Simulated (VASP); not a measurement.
# Ag (P6_3/mmc) in VASP: further runs

Ag is run at these levels: PBE; tasks: single point.

Everything below comes from runs of VASP 6.6.1. Logs are shortened: lines on timing, memory, paths and dates and some standing lists are left out, and cuts for length are marked.

**1. The cell of the first run**

It takes space group P6_3/mmc (No. 194, hexagonal). Conventional cell: a = 2.934 Å, b = 2.934 Å, c = 9.583 Å, α = 90.00°, β = 90.00°, γ = 120.00°. Within 3.9 Å of Ag (site symmetry -3m) lie 12 Ag at 2.93 Å. Ag (site symmetry -6m2) has 12 Ag at 2.93 Å within 3.9 Å.

This isn't the form of Ag at room conditions, which is fcc.

**2. Single point, PBE**

INCAR reads:

```
PREC = Accurate ; ENCUT = 520
EDIFF = 1E-6 ; ISMEAR = 0
SIGMA = 0.1 ; LREAL = False
LASPH = True ; NELM = 80
ALGO = Fast ; ISIF = 2
LWAVE = False ; LCHARG = True
GGA = PE ; LELF = True
LVHAR = True ; NBANDS = 30
```

KPOINTS reads:

```
Automatic mesh
0
Gamma
  24 24 6
```

POSCAR reads:

```
Ag
1.0
    2.9342680618      0.0000000000      0.0000000000
   -1.4671340309      2.5411506830      0.0000000000
    0.0000000000      0.0000000000      9.5826015726
Ag
4
Direct
    0.0000000000      0.0000000000      0.0000000000
    0.0000000000      0.0000000000      0.5000000000
    0.3333333333      0.6666666667      0.2500000000
    0.6666666667      0.3333333333      0.7500000000
```

Potentials or basis: VASP PAW PBE potentials, release 64 (Ag).

Launch:

```console
> cat potpaw_PBE.64/Ag/POTCAR > POTCAR
> mpirun -np 1 vasp_std > vasp.out
```

OUTCAR:

```text
PREC = Accurate
   ENCUT = 520
   EDIFF = 1E-6
   ISMEAR = 0
   LREAL = False
   LASPH = True
   NELM = 80
   ISIF = 2
   GGA = PE

 ion  position               nearest neighbor table
   1  0.000  0.000  0.000-   3 2.93   4 2.93   3 2.93   4 2.93   4 2.93   3 2.93
   2  0.000  0.000  0.500-   3 2.93   4 2.93   3 2.93   4 2.93   4 2.93   3 2.93
   3  0.333  0.667  0.250-   1 2.93   2 2.93   1 2.93   2 2.93   1 2.93   2 2.93
   4  0.667  0.333  0.750-   1 2.93   2 2.93   1 2.93   2 2.93   1 2.93   2 2.93

  LATTYP: Found a hexagonal cell.
 ALAT       =     2.9342680618
 C/A-ratio  =     3.2657553335

  Lattice vectors:

 A1 = (   2.9342680618,   0.0000000000,   0.0000000000)
 A2 = (  -1.4671340309,   2.5411506830,   0.0000000000)
 A3 = (   0.0000000000,   0.0000000000,   9.5826015726)

Analysis of symmetry for initial positions (statically):
=====================================================================
 Subroutine PRICEL returns:
 Original cell was already a primitive cell.

 Routine SETGRP: Setting up the symmetry group for a
 hexagonal supercell.

 Subroutine GETGRP returns: Found 24 space group operations
 (whereof 12 operations were pure point group operations)
 out of a pool of 24 trial point group operations.

The static configuration has the point symmetry D_3d.
 The point group associated with its full space group is D_6h.

Analysis of symmetry for dynamics (positions and initial velocities):
=====================================================================
 Subroutine PRICEL returns:
 Original cell was already a primitive cell.

 Routine SETGRP: Setting up the symmetry group for a
 hexagonal supercell.

 Subroutine GETGRP returns: Found 24 space group operations
 (whereof 12 operations were pure point group operations)
 out of a pool of 24 trial point group operations.

The dynamic configuration has the point symmetry D_3d.
 The point group associated with its full space group is D_6h.

 Subroutine INISYM returns: Found 24 space group operations
 (whereof 12 operations are pure point group operations),
 and found     1 'primitive' translations

----------------------------------------------------------------------------------------

                                     Primitive cell

[... 92 lines left out ...]
   ENCUT  =  520.0 eV  38.22 Ry    6.18 a.u.   5.46  5.46 17.82*2*pi/ulx,y,z
   NELM   =     80;   NELMIN=  2; NELMDL= -5     # of ELM steps
   EDIFF  = 0.1E-05   stopping-criterion for ELM
   LREAL  =      F    real-space projection
   EDIFFG = 0.1E-04   stopping-criterion for IOM
   NSW    =      0    number of steps for IOM
   IBRION =     -1    ionic relax: 0-MD 1-quasi-New 2-CG
   NFREE  =      0    steps in history (QN), initial steepest desc. (CG)
   ISIF   =      2    stress and relaxation
   ISYM   =      2    0-nonsym 1-usesym 2-fastsym
   POTIM  = 0.5000    time-step for ionic-motion
   TEBEG  =    0.0;   TEEND  =   0.0 temperature during run
   PSTRESS=    0.0 pullay stress
   NELECT =      44.0000    total number of electrons
   NUPDOWN=      -1.0000    fix difference up-down
   EMIN   =  10.00;   EMAX   =-10.00  energy-range for DOS
   EFERMI =   0.00;   METHOD = LEGACY
   ISMEAR =     0;   SIGMA  =   0.10  broadening in eV -4-tet -1-fermi 0-gaus
   EFERMI_NEDOS =   21; number of points for ismear=-14 and -15
   IALGO  =     68    algorithm
   IMIX   =      4    mixing-type and parameters
     AMIX     =   0.40;   BMIX     =  1.00
     AMIX_MAG =   1.60;   BMIX_MAG =  1.00
  volume/ion in A,a.u.               =      17.86       120.55
  Fermi-wavevector in a.u.,A,eV,Ry     =   1.392797  2.632005 26.393720  1.939884
  Thomas-Fermi vector in A             =   2.516505
   LORBIT       =      0    0 simple, 1 ext, 2 COOP (PROOUT), +10 PAW based schemes
   GGA     = PE    functional components
   LHFCALC =     F    Hartree Fock is set to
   AEXX    =    0.0000 exact exchange contribution
   IVDW    =     0    specifies the selected vdW correction
   LEPSILON=     F    determine dielectric tensor
   LRPA    =     F    only Hartree local field effects (RPA)
 non-spin polarized calculation
 RMM-DIIS sequential band-by-band and
 Gauss-broadening in eV      SIGMA  =   0.10
  energy-cutoff  :      520.00
  volume of cell :       71.45
 maximum number of plane-waves:      1974
 NGX is ok and might be reduce to    24
   NGX = 11   NGY = 11   NGZ = 35

 number of electron      44.0000009 magnetization

 Free energy of the ion-electron system (eV)
  ---------------------------------------------------
  ext. energy  EPLUGINS =         0.00000000
  ---------------------------------------------------
  free energy    TOTEN  =       -10.86863578 eV

  energy without entropy =      -10.86402375  energy(sigma->0) =      -10.86632976

 E-fermi :   7.8609     XC(G=0): -11.9336

 val. band max:        7.8276975016   @ k =   0.3333   0.1667   0.3333
 cond. band min:       7.8772389059   @ k =   0.3750   0.1250   0.3333
 fundamental gap:      0.0495414043
 Fermi energy:         7.8609035994

 k-point     1 :       0.0000    0.0000    0.0000
  band No.  band energies     occupation
      1       0.3677      2.00000
      2       1.6854      2.00000
      3       1.6931      2.00000
      4       1.6966      2.00000
      5       3.1435      2.00000
      6       3.1435      2.00000
[... 781 lines left out ...]
     29      16.4585      0.00000
     30      17.3414      0.00000

 [... further k-points ...]

------------------------ aborting loop because EDIFF is reached ----------------------------------------

  FORCE on cell =-STRESS in cart. coord.  units (eV):
  Direction    XX          YY          ZZ          XY          YZ          ZX
  --------------------------------------------------------------------------------------
  -------------------------------------------------------------------------------------
  Total       -0.0993180     -0.0993180     -0.0049336      0.0000000     -0.0000000     -0.0000000
  in kB       -2.2270230     -2.2270230     -0.1106264      0.0000000     -0.0000000     -0.0000000
  external PRESSURE =      -1.5215574 kB  Pullay stress =       0.0000000 kB

 VOLUME and BASIS-vectors are now :
 -----------------------------------------------------------------------------
  energy-cutoff  :      520.00
  volume of cell :       71.45
      direct lattice vectors                 reciprocal lattice vectors
     2.934268062  0.000000000  0.000000000     0.340800492  0.196761256  0.000000000
    -1.467134031  2.541150683  0.000000000     0.000000000  0.393522512  0.000000000
     0.000000000  0.000000000  9.582601573     0.000000000  0.000000000  0.104355794

 POSITION                                       TOTAL-FORCE (eV/Angst)
 -----------------------------------------------------------------------------------
      0.00000      0.00000      0.00000        -0.000000      0.000000      0.000000
      0.00000      0.00000      4.79130        -0.000000      0.000000      0.000000
     -0.00000      1.69410      2.39565         0.000000     -0.000000      0.000000
      1.46713      0.84705      7.18695        -0.000000      0.000000     -0.000000
 -----------------------------------------------------------------------------------
    total drift:                               -0.000000      0.000000      0.000000

  FREE ENERGIE OF THE ION-ELECTRON SYSTEM (eV)
  ---------------------------------------------------
  free  energy   TOTEN  =       -10.8686357765 eV

  energy  without entropy=      -10.8640237494  energy(sigma->0) =      -10.86632976
```

OSZICAR:

```text
N       E                     dE             d eps       ncg     rms          rms(c)
DAV:   1     0.292869455468E+03    0.29287E+03   -0.22626E+04 14656   0.144E+03
DAV:   2    -0.549363774104E+01   -0.29836E+03   -0.28311E+03 15144   0.330E+02
DAV:   3    -0.117995351760E+02   -0.63059E+01   -0.62725E+01 16944   0.546E+01
DAV:   4    -0.118280171976E+02   -0.28482E-01   -0.28478E-01 15654   0.358E+00
DAV:   5    -0.118283058988E+02   -0.28870E-03   -0.28870E-03 16926   0.389E-01    0.925E+00
RMM:   6    -0.108998618455E+02    0.92844E+00   -0.27847E+00 14644   0.111E+01    0.604E+00
RMM:   7    -0.108777891101E+02    0.22073E-01   -0.87314E-02 15060   0.185E+00    0.353E+00
RMM:   8    -0.108688361425E+02    0.89530E-02   -0.60784E-03 15439   0.553E-01    0.378E-01
RMM:   9    -0.108686075990E+02    0.22854E-03   -0.13627E-03 15851   0.234E-01    0.704E-02
RMM:  10    -0.108686352184E+02   -0.27619E-04   -0.13186E-04 16146   0.647E-02    0.773E-02
RMM:  11    -0.108686349972E+02    0.22119E-06   -0.24931E-05 15963   0.326E-02    0.278E-02
RMM:  12    -0.108686357765E+02   -0.77933E-06   -0.53902E-06 14891   0.159E-02
   1 F= -.10868636E+02 E0= -.10866330E+02  d E =-.461203E-02
```

stdout:

```text
POSCAR found type information on POSCAR Ag
 POSCAR found :  1 types and       4 ions
 scaLAPACK will be used
 LDA part: xc-table for (Slater+PW92), standard interpolation
 POSCAR, INCAR and KPOINTS ok, starting setup
 FFT: planning ... GRIDC
 FFT: planning ... GRID_SOFT
 FFT: planning ... GRID
 WAVECAR not read
 entering main loop
```

Run time: 2.8 min. Hardware: 1 thread of Intel Xeon 6975P-C (Granite Rapids), shared host; peak memory 0.48 GiB.

What came out:

```yaml
Free_energy: -10.8686 eV
Pressure: -0.2 GPa
Band_gap_on_the_k_mesh: zero (bands 22 and 23 overlap by 6.42 eV)
```

**3. Single point, PBE (biaxial strain in the a-b plane: +1.0 %, then relaxed in part)**

INCAR reads:

```
PREC = Accurate ; ENCUT = 520
EDIFF = 1E-7 ; ISMEAR = 0
SIGMA = 0.1 ; LREAL = False
LASPH = True ; NELM = 80
ALGO = Fast ; ISIF = 2
LWAVE = False ; LCHARG = False
GGA = PE ; NBANDS = 30
```

KPOINTS reads:

```
regular mesh
0
Gamma
  24 24 6
```

POSCAR reads:

```
Ag
1.0
    2.9636107424      0.0000000000      0.0000000000
   -1.4818053712      2.5665621899      0.0000000000
    0.0000000000      0.0000000000      9.5177673363
Ag
4
Direct
    0.0000000000      0.0000000000      0.0000000000
    0.0000000000      0.0000000000      0.5000000000
    0.3333333333      0.6666666667      0.2500000000
    0.6666666667      0.3333333333      0.7500000000
```

Potentials or basis: VASP PAW PBE potentials, release 64 (Ag).

Launch:

```console
> cat potpaw_PBE.64/Ag/POTCAR > POTCAR
> mpirun -np 1 vasp_std > vasp.out
```

It took 3.2 min on 1 thread of Intel Xeon 6975P-C (Granite Rapids), shared host; peak memory 0.48 GiB.

It converged, with:

- Free energy: -10.8597 eV
- Pressure: -1.3 GPa
- Band gap on the k mesh: zero (bands 22 and 23 overlap by 6.26 eV)

Stress tensor (GPa, compression positive):
```
-1.87  0.00  0.00
 0.00 -1.87  0.00
 0.00  0.00 -0.12
```

Levels at points of the mesh, in eV from the Fermi level:
```tsv
k point	band 20	band 21	band 22	band 23	band 24	band 25
(0.00, 0.00, 0.00)	-3.42	-3.42	-3.05	-3.05	-0.18	3.44
(0.50, 0.00, 0.00)	-2.86	-0.18	0.75	0.84	1.38	3.89
(0.00, 0.00, 0.50)	-3.21	-3.21	-3.21	-2.28	-2.28	6.35
(0.50, 0.00, 0.50)	-2.92	0.19	0.19	1.24	1.24	4.42
```

Caveat: the cell differs from its parent crystal (biaxial strain in the a-b plane: +1.0 %, then relaxed in part).

**4. Single point, PBE (biaxial strain in the a-b plane: +1.0 %)**

INCAR reads:

```
  ALGO = Fast
  EDIFF = 1E-6
  ENCUT = 520
  GGA = PE
  ISIF = 2
  ISMEAR = 0
  LASPH = True
  LCHARG = False
  LREAL = False
  LWAVE = False
  NBANDS = 30
  NELM = 80
  PREC = Accurate
  SIGMA = 0.1
```

KPOINTS reads:

```
k-points
0
Gamma
  24 24 6
```

Changes to POSCAR since step 3:

```diff
@@ -4,3 +4,3 @@
    -1.4818053712      2.5665621899      0.0000000000
-    0.0000000000      0.0000000000      9.5177673363
+    0.0000000000      0.0000000000      9.5251059632
 Ag
```

Launch:

```console
> cat potpaw_PBE.64/Ag/POTCAR > POTCAR
> mpirun -np 1 vasp_std > vasp.out
```

Run time: 3 min. Hardware: 1 thread of Intel Xeon 6975P-C (Granite Rapids), shared host; peak memory 0.48 GiB.

The run converged. Its results:

```yaml
Free_energy: -10.8597 eV
Pressure: -1.3 GPa
Band_gap_on_the_k_mesh: zero (bands 22 and 23 overlap by 6.26 eV)
```

Stress tensor (GPa, compression positive):
```
-1.87  0.00  0.00
 0.00 -1.87  0.00
 0.00  0.00 -0.20
```

Levels at points of the mesh, in eV from the Fermi level:
| k point | band 18 | band 19 | band 20 | band 21 | band 22 | band 23 | band 24 | band 25 | band 26 | band 27 |
| --- | --- | --- | --- | --- | --- | --- | --- | --- | --- | --- |
| (0.00, 0.00, 0.00) | -3.64 | -3.64 | -3.42 | -3.42 | -3.05 | -3.05 | -0.18 | 3.43 | 10.96 | 10.98 |
| (0.50, 0.00, 0.00) | -2.92 | -2.88 | -2.86 | -0.17 | 0.75 | 0.84 | 1.38 | 3.89 | 3.98 | 7.13 |
| (0.00, 0.00, 0.50) | -3.78 | -3.21 | -3.21 | -3.21 | -3.21 | -2.29 | -2.29 | 6.33 | 6.33 | 15.15 |
| (0.50, 0.00, 0.50) | -3.03 | -2.92 | -2.92 | 0.19 | 0.19 | 1.24 | 1.24 | 4.42 | 4.42 | 6.01 |

Caveat: the cell differs from its parent crystal (biaxial strain in the a-b plane: +1.0 %).

**5. Overview**

| cell | further INCAR settings | gap on the mesh (eV) | pressure (GPa) |
| --- | --- | --- | --- |
| a = 2.934, b = 2.934, c = 9.583 Å, angles 90.0, 90.0, 120.0°, 4 atoms | ALGO = Fast; EDIFF = 1e-06; NBANDS = 30 | none | -0.2 |
| a = 2.964, b = 2.964, c = 9.518 Å, angles 90.0, 90.0, 120.0°, 4 atoms | ALGO = Fast; EDIFF = 1e-07; NBANDS = 30 | none | -1.3 |
| a = 2.964, b = 2.964, c = 9.525 Å, angles 90.0, 90.0, 120.0°, 4 atoms | ALGO = Fast; EDIFF = 1e-06; NBANDS = 30 | none | -1.3 |

Alike in all rows: task single point; level PBE; potentials or basis VASP PAW PBE potentials, release 64 (Ag); no spin polarisation; k mesh 24 × 24 × 6; cutoff (eV) 520; smearing gaussian 0.1 eV.

Absolute energies hang on the potentials; compare differences alone.

The gap in the log of VASP goes by the Fermi energy; the results here count the filled bands.